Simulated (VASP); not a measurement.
# Cu (Fm-3m) in VASP: notebook, part 2 of 2

VASP 6.6.1. The steps go on from the part before.

**3. Single point, r2SCAN**

This run uses another cell than the first one, of 11.97 Å³/atom, 1.046 times its volume.

POSCAR reads:

```
Cu
1.0
    0.0000000000      1.8154809675      1.8154809675
    1.8154809675      0.0000000000      1.8154809675
    1.8154809675      1.8154809675      0.0000000000
Cu
1
Direct
    0.0000000000      0.0000000000      0.0000000000
```

INCAR.step1 reads:

```
SYSTEM = Cu
  ALGO = Normal
  EDIFF = 1E-4
  ENCUT = 520
  GGA = PE
  ISMEAR = 0
  LASPH = .True.
  LCHARG = .False.
  LREAL = .False.
  LWAVE = .True.
  NBANDS = 12
  NELM = 100
  PREC = Accurate
  SIGMA = 0.05
```

INCAR.step2 reads:

```
SYSTEM = Cu
  ALGO = Normal
  EDIFF = 1E-7
  ENCUT = 520
  ISIF = 2
  ISMEAR = 0
  ISTART = 1
  LASPH = .True.
  LCHARG = .True.
  LELF = .True.
  LMIXTAU = .True.
  LREAL = .False.
  LVHAR = .True.
  LWAVE = .False.
  METAGGA = R2SCAN
  NBANDS = 12
  NELM = 100
  PREC = Accurate
  SIGMA = 0.05
```

KPOINTS reads:

```
k-points
0
Gamma
  20 20 20
  0 0 0
```

Potentials or basis: VASP PAW PBE potentials, release 64 (Cu).

Command:

```console
cat potpaw_PBE.64/Cu/POTCAR > POTCAR
cp INCAR.step1 INCAR
mpirun -np 1 vasp_std > vasp.out
cp INCAR.step2 INCAR
mpirun -np 1 vasp_std > vasp.out
```

OUTCAR:

```text
SYSTEM = Cu
   EDIFF = 1E-7
   ENCUT = 520
   ISIF = 2
   ISMEAR = 0
   ISTART = 1
   LASPH = .True.
   LREAL = .False.
   METAGGA = R2SCAN
   NELM = 100
   PREC = Accurate

 ion  position               nearest neighbor table
   1  0.000  0.000  0.000-

  LATTYP: Found a face centered cubic cell.
 ALAT       =     3.6309619350

  Lattice vectors:

 A1 = (   0.0000000000,   1.8154809675,   1.8154809675)
 A2 = (   1.8154809675,   0.0000000000,   1.8154809675)
 A3 = (   1.8154809675,   1.8154809675,   0.0000000000)

Analysis of symmetry for initial positions (statically):
=====================================================================
 Subroutine PRICEL returns:
 Original cell was already a primitive cell.

 Routine SETGRP: Setting up the symmetry group for a
 face centered cubic supercell.

 Subroutine GETGRP returns: Found 48 space group operations
 (whereof 48 operations were pure point group operations)
 out of a pool of 48 trial point group operations.

The static configuration has the point symmetry O_h .

Analysis of symmetry for dynamics (positions and initial velocities):
=====================================================================
 Subroutine PRICEL returns:
 Original cell was already a primitive cell.

 Routine SETGRP: Setting up the symmetry group for a
 face centered cubic supercell.

 Subroutine GETGRP returns: Found 48 space group operations
 (whereof 48 operations were pure point group operations)
 out of a pool of 48 trial point group operations.

The dynamic configuration has the point symmetry O_h .

 Subroutine INISYM returns: Found 48 space group operations
 (whereof 48 operations are pure point group operations),
 and found     1 'primitive' translations

----------------------------------------------------------------------------------------

                                     Primitive cell
[... 114 lines left out ...]
   METAGGA = R2SCAN    functional components
   LHFCALC =     F    Hartree Fock is set to
   AEXX    =    0.0000 exact exchange contribution
   IVDW    =     0    specifies the selected vdW correction
   LEPSILON=     F    determine dielectric tensor
   LRPA    =     F    only Hartree local field effects (RPA)
 non-spin polarized calculation
 Gauss-broadening in eV      SIGMA  =   0.05
  energy-cutoff  :      520.00
  volume of cell :       11.97
 maximum number of plane-waves:       332
   NGX =  9   NGY =  9   NGZ =  9

 number of electron      10.9999997 magnetization

 Free energy of the ion-electron system (eV)
  ---------------------------------------------------
  ext. energy  EPLUGINS =         0.00000000
  ---------------------------------------------------
  free energy    TOTEN  =       -10.81895767 eV

  energy without entropy =      -10.81867507  energy(sigma->0) =      -10.81881637

 E-fermi :   7.1922     XC(G=0): -13.6552

 val. band max:        7.1835176355   @ k =   0.5000   0.2500   0.1000
 cond. band min:       7.2566421147   @ k =   0.5000   0.3500   0.1500
 fundamental gap:      0.0731244792
 Fermi energy:         7.1921515383

 k-point     1 :       0.0000    0.0000    0.0000
  band No.  band energies     occupation
      1      -2.3268      2.00000
      2       4.1440      2.00000
      3       4.1441      2.00000
      4       4.1441      2.00000
      5       4.9416      2.00000
      6       4.9416      2.00000
      7      30.5083      0.00000
      8      33.4352      0.00000
      9      33.4352      0.00000
     10      33.4356      0.00000
     11      35.8097      0.00000
     12      35.8098      0.00000
[... 331 lines left out ...]
 k-point    24 :      -0.3500    0.0500    0.0000
  band No.  band energies     occupation
      1       1.6067      2.00000
      2       4.1591      2.00000
      3       4.1984      2.00000
      4       4.3461      2.00000
      5       5.2668      2.00000
      6       5.5552      2.00000
      7      14.7760      0.00000
      8      27.7168      0.00000
      9      30.2044      0.00000
     10      31.2722      0.00000
     11      33.5109      0.00000
     12      35.3153      0.00000

 [... further k-points ...]

------------------------ aborting loop because EDIFF is reached ----------------------------------------

  FORCE on cell =-STRESS in cart. coord.  units (eV):
  Direction    XX          YY          ZZ          XY          YZ          ZX
  --------------------------------------------------------------------------------------
  -------------------------------------------------------------------------------------
  Total       -0.4471768     -0.4471768     -0.4471768      0.0000000      0.0000000      0.0000000
  in kB      -59.8666161    -59.8666161    -59.8666161      0.0000000      0.0000000      0.0000000
  external PRESSURE =     -59.8666161 kB  Pullay stress =       0.0000000 kB

 VOLUME and BASIS-vectors are now :
 -----------------------------------------------------------------------------
  energy-cutoff  :      520.00
  volume of cell :       11.97
      direct lattice vectors                 reciprocal lattice vectors
     0.000000000  1.815480968  1.815480968    -0.275409111  0.275409111  0.275409111
     1.815480968  0.000000000  1.815480968     0.275409111 -0.275409111  0.275409111
     1.815480968  1.815480968  0.000000000     0.275409111  0.275409111 -0.275409111

 POSITION                                       TOTAL-FORCE (eV/Angst)
 -----------------------------------------------------------------------------------
      0.00000      0.00000      0.00000        -0.000000      0.000000      0.000000
 -----------------------------------------------------------------------------------
    total drift:                                0.000000      0.000000      0.000000

  FREE ENERGIE OF THE ION-ELECTRON SYSTEM (eV)
  ---------------------------------------------------
  free  energy   TOTEN  =       -10.8189576680 eV

  energy  without entropy=      -10.8186750681  energy(sigma->0) =      -10.81881637
```

OUTCAR.step1:

```text
SYSTEM = Cu
   EDIFF = 1E-4
   ENCUT = 520
   GGA = PE
   ISMEAR = 0
   LASPH = .True.
[... 577 lines left out ...]
 -----------------------------------------------------------------------------------
      0.00000      0.00000      0.00000         0.000000     -0.000000      0.000000
 -----------------------------------------------------------------------------------
    total drift:                                0.000000      0.000000      0.000000

  FREE ENERGIE OF THE ION-ELECTRON SYSTEM (eV)
  ---------------------------------------------------
  free  energy   TOTEN  =        -3.7289699023 eV

  energy  without entropy=       -3.7286665721  energy(sigma->0) =       -3.72881824
```

Wall time 1.7 min (1 thread of Intel Xeon Platinum 8488C (Sapphire Rapids), shared host); peak memory 0.15 GiB.

Results:

| Property | Result |
| --- | --- |
| Free energy | -10.8190 eV |
| Pressure | -6.0 GPa |

Caveat: the PAW data sets were made with another functional, which shifts forces and pressure a little.
